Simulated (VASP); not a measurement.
# C (P6_3/mmc) in VASP: a series of runs, part 2 of 2

VASP 6.6.1. The steps go on from the part before.

### 4 Relaxation of cell and atoms, PBE

Input file INCAR:

```
PREC = Accurate
ENCUT = 600
EDIFF = 1E-7
ISMEAR = 0
SIGMA = 0.05
LREAL = False
LASPH = True
NELM = 100
ALGO = Normal
ISIF = 3
LWAVE = False
LCHARG = False
GGA = PE
IBRION = 2
NSW = 50
EDIFFG = -0.01
```

Input file KPOINTS:

```
regular mesh
0
Gamma
  20 20 6
```

Input file POSCAR:

```
C
1.0
    2.4664847890      0.0000000000      0.0000000000
   -1.2332423945      2.1360384853      0.0000000000
    0.0000000000      0.0000000000      8.3012284296
C
4
Direct
    0.0000000000      0.0000000000      0.2500000000
    0.0000000000      0.0000000000      0.7500000000
    0.3333333333      0.6666666667      0.2500000000
    0.6666666667      0.3333333333      0.7500000000
```

Potentials or basis: VASP PAW PBE potentials, release 64 (C).

The run is started by

```console
$ cat potpaw_PBE.64/C/POTCAR > POTCAR
$ mpirun -np 1 vasp_std > vasp.out
```

OUTCAR:

```text
PREC = Accurate
   ENCUT = 600
   EDIFF = 1E-7
   ISMEAR = 0
   LREAL = False
   LASPH = True
   NELM = 100
   ISIF = 3
   GGA = PE
   IBRION = 2
   NSW = 50
   EDIFFG = -0.01

 ion  position               nearest neighbor table
   1  0.000  0.000  0.250-   3 1.42   3 1.42   3 1.42
   2  0.000  0.000  0.750-   4 1.42   4 1.42   4 1.42
   3  0.333  0.667  0.250-   1 1.42   1 1.42   1 1.42
   4  0.667  0.333  0.750-   2 1.42   2 1.42   2 1.42

  LATTYP: Found a hexagonal cell.
 ALAT       =     2.4664847890
 C/A-ratio  =     3.3656110375

  Lattice vectors:

 A1 = (   2.4664847890,   0.0000000000,   0.0000000000)
 A2 = (  -1.2332423945,   2.1360384853,   0.0000000000)
 A3 = (   0.0000000000,   0.0000000000,   8.3012284296)

Analysis of symmetry for initial positions (statically):
=====================================================================
 Subroutine PRICEL returns:
 Original cell was already a primitive cell.

 Routine SETGRP: Setting up the symmetry group for a
 hexagonal supercell.

 Subroutine GETGRP returns: Found 24 space group operations
 (whereof 12 operations were pure point group operations)
 out of a pool of 24 trial point group operations.

The static configuration has the point symmetry D_3d.
 The point group associated with its full space group is D_6h.

Analysis of symmetry for dynamics (positions and initial velocities):
=====================================================================
 Subroutine PRICEL returns:
 Original cell was already a primitive cell.

 Routine SETGRP: Setting up the symmetry group for a
 hexagonal supercell.

 Subroutine GETGRP returns: Found 24 space group operations
 (whereof 12 operations were pure point group operations)
 out of a pool of 24 trial point group operations.

The dynamic configuration has the point symmetry D_3d.
 The point group associated with its full space group is D_6h.

 Subroutine INISYM returns: Found 24 space group operations
[... 126 lines left out ...]
   GGA     = PE    functional components
   LHFCALC =     F    Hartree Fock is set to
   AEXX    =    0.0000 exact exchange contribution
   IVDW    =     0    specifies the selected vdW correction
   LEPSILON=     F    determine dielectric tensor
   LRPA    =     F    only Hartree local field effects (RPA)
 conjugate gradient relaxation of ions
 non-spin polarized calculation
 Gauss-broadening in eV      SIGMA  =   0.05
  energy-cutoff  :      600.00
  volume of cell :       43.74
 maximum number of plane-waves:      1487
 NGX is ok and might be reduce to    20
   NGX =  9   NGY =  9   NGZ = 33

 number of electron      15.9999999 magnetization

 Free energy of the ion-electron system (eV)
  ---------------------------------------------------
  ext. energy  EPLUGINS =         0.00000000
  ---------------------------------------------------
  free energy    TOTEN  =       -36.91640110 eV

  energy without entropy =      -36.91640110  energy(sigma->0) =      -36.91640110

 E-fermi :   2.8679     XC(G=0):  -8.8911

 val. band max:        2.6129241979   @ k =   0.3500   0.3000   0.0000
 cond. band min:       3.3748182852   @ k =   0.3500   0.3000   0.0000
 fundamental gap:      0.7618940872
 Fermi energy:         2.8679392152

 k-point     1 :       0.0000    0.0000    0.0000
  band No.  band energies     occupation
      1     -16.5553      2.00000
      2     -16.5088      2.00000
      3      -4.9090      2.00000
      4      -4.3327      2.00000
      5      -0.0615      2.00000
      6      -0.0615      2.00000
      7      -0.0600      2.00000
      8      -0.0600      2.00000
      9       6.1471      0.00000
     10       9.7070      0.00000
     11      11.2851      0.00000
     12      11.2875      0.00000
[... 331 lines left out ...]
 k-point    24 :       0.2500    0.1000    0.0000
  band No.  band energies     occupation
      1     -14.2797      2.00000
      2     -14.2410      2.00000
      3      -5.7399      2.00000
      4      -5.7260      2.00000
      5      -3.2352      2.00000
      6      -3.2285      2.00000
      7      -2.2173      2.00000
      8      -1.7224      2.00000
      9       8.5445      0.00000
     10       8.7019      0.00000
     11       9.1333      0.00000
     12      11.7581      0.00000

 [... further k-points ...]
[... 5 lines left out ...]
  --------------------------------------------------------------------------------------
  -------------------------------------------------------------------------------------
  Total        0.0344936      0.0344936     -0.0377211     -0.0000000     -0.0000000      0.0000000
  in kB        1.2636291      1.2636291     -1.3818647     -0.0000000     -0.0000000      0.0000000
  external PRESSURE =       0.3817978 kB  Pullay stress =       0.0000000 kB

 VOLUME and BASIS-vectors are now :
 -----------------------------------------------------------------------------
  energy-cutoff  :      600.00
  volume of cell :       43.74
      direct lattice vectors                 reciprocal lattice vectors
     2.466484789  0.000000000  0.000000000     0.405435300  0.234078180  0.000000000
    -1.233242394  2.136038485  0.000000000     0.000000000  0.468156359  0.000000000
     0.000000000  0.000000000  8.301228430     0.000000000  0.000000000  0.120464099

 POSITION                                       TOTAL-FORCE (eV/Angst)
 -----------------------------------------------------------------------------------
      0.00000      0.00000      2.07531         0.000000     -0.000000     -0.000000
      0.00000      0.00000      6.22592        -0.000000      0.000000     -0.000000
     -0.00000      1.42403      2.07531         0.000000     -0.000000      0.000000
      1.23324      0.71201      6.22592        -0.000000      0.000000      0.000000
 -----------------------------------------------------------------------------------
    total drift:                                0.000000      0.000000      0.000000

  FREE ENERGIE OF THE ION-ELECTRON SYSTEM (eV)
  ---------------------------------------------------
  free  energy   TOTEN  =       -36.9164010964 eV

  energy  without entropy=      -36.9164010964  energy(sigma->0) =      -36.91640110

 reached required accuracy - stopping structural energy minimisation
```

OSZICAR:

```text
N       E                     dE             d eps       ncg     rms          rms(c)
DAV:   1     0.706513116739E+02    0.70651E+02   -0.86964E+03  4224   0.134E+03
DAV:   2    -0.337391952443E+02   -0.10439E+03   -0.94592E+02  6104   0.248E+02
DAV:   3    -0.393076478290E+02   -0.55685E+01   -0.55181E+01  5196   0.593E+01
DAV:   4    -0.393952810505E+02   -0.87633E-01   -0.87472E-01  5356   0.858E+00
DAV:   5    -0.393975066350E+02   -0.22256E-02   -0.22240E-02  5340   0.134E+00    0.888E+00
DAV:   6    -0.375421913633E+02    0.18553E+01   -0.17670E+00  5024   0.922E+00    0.520E+00
DAV:   7    -0.369034600758E+02    0.63873E+00   -0.21596E+00  4936   0.102E+01    0.140E+00
DAV:   8    -0.369160023921E+02   -0.12542E-01   -0.68502E-02  4764   0.186E+00    0.133E-01
DAV:   9    -0.369159629270E+02    0.39465E-04   -0.15365E-03  5268   0.317E-01    0.810E-02
DAV:  10    -0.369164007768E+02   -0.43785E-03   -0.70164E-04  4756   0.225E-01    0.385E-02
DAV:  11    -0.369163993966E+02    0.13802E-05   -0.11069E-05  5824   0.272E-02    0.728E-03
DAV:  12    -0.369164012930E+02   -0.18964E-05   -0.16640E-06  5100   0.138E-02    0.345E-03
DAV:  13    -0.369164010826E+02    0.21037E-06   -0.26364E-07  5236   0.448E-03    0.269E-04
DAV:  14    -0.369164010964E+02   -0.13782E-07   -0.58878E-09  3648   0.744E-04
   1 F= -.36916401E+02 E0= -.36916401E+02  d E =-.369164E+02
```

CONTCAR:

```text
C
   1.00000000000000
     2.4664847889999999    0.0000000000000000    0.0000000000000000
    -1.2332423944999999    2.1360384852999998    0.0000000000000000
     0.0000000000000000    0.0000000000000000    8.3012284296000001
  C
     4
Direct
     0.0000000000000000    0.0000000000000000    0.2500000000000000
     0.0000000000000000    0.0000000000000000    0.7500000000000000
     0.3333333332999970    0.6666666667000030    0.2500000000000000
     0.6666666667000030    0.3333333332999970    0.7500000000000000

  0.00000000E+00  0.00000000E+00  0.00000000E+00
  0.00000000E+00  0.00000000E+00  0.00000000E+00
  0.00000000E+00  0.00000000E+00  0.00000000E+00
  0.00000000E+00  0.00000000E+00  0.00000000E+00
```

Wall time 52 s (1 thread of AMD EPYC 9R45 (Zen 5), shared host); peak memory 0.19 GiB.

What came out:

* Free energy: -36.9164 eV
* Pressure after relaxing: 0.0 GPa
* Band gap on the k mesh: 0.76 eV, direct

Final structure:
```cif
data_structure
_symmetry_space_group_name_H-M 'P 1'
_symmetry_Int_Tables_number 1
_cell_length_a 2.4665
_cell_length_b 2.4665
_cell_length_c 8.3012
_cell_angle_alpha 90.000
_cell_angle_beta 90.000
_cell_angle_gamma 120.000
_cell_volume 43.74
loop_
_atom_site_label
_atom_site_type_symbol
_atom_site_fract_x
_atom_site_fract_y
_atom_site_fract_z
_atom_site_occupancy
C1 C 0.00000 0.00000 0.25000 1
C2 C 0.00000 0.00000 0.75000 1
C3 C 0.33333 0.66667 0.25000 1
C4 C 0.66667 0.33333 0.75000 1
```

Caveat: the relaxation stopped at its first step, so nothing moved; this functional lacks dispersion, which binds the layers, so the pressure and a relaxed spacing across them are unreliable.

### 5 Overview

```tsv
task	cell	cutoff (eV)	gap on the mesh (eV)	pressure (GPa)
single point	a = 2.466, b = 2.466, c = 8.301 Å, angles 90.0, 90.0, 120.0°, 4 atoms	520	0.76	0.4
single point	a = 2.466, b = 2.466, c = 8.385 Å, angles 90.0, 90.0, 120.0°, 4 atoms	520	0.77	0.4
relaxation of cell and atoms	relaxed from a = 2.466, b = 2.466, c = 8.301 Å, angles 90.0, 90.0, 120.0°, 4 atoms	600	0.76	0.0
```

Alike in all rows: level PBE; potentials or basis VASP PAW PBE potentials, release 64 (C); no spin polarisation; k mesh 20 × 20 × 6; smearing gaussian 0.05 eV.

Caveats: this functional lacks dispersion, which binds the layers, so the pressure and a relaxed spacing across them are unreliable; the relaxation stopped at its first step, so nothing moved (some runs).

Total energies depend on the potentials used, so only differences within one code and one set of settings carry meaning.
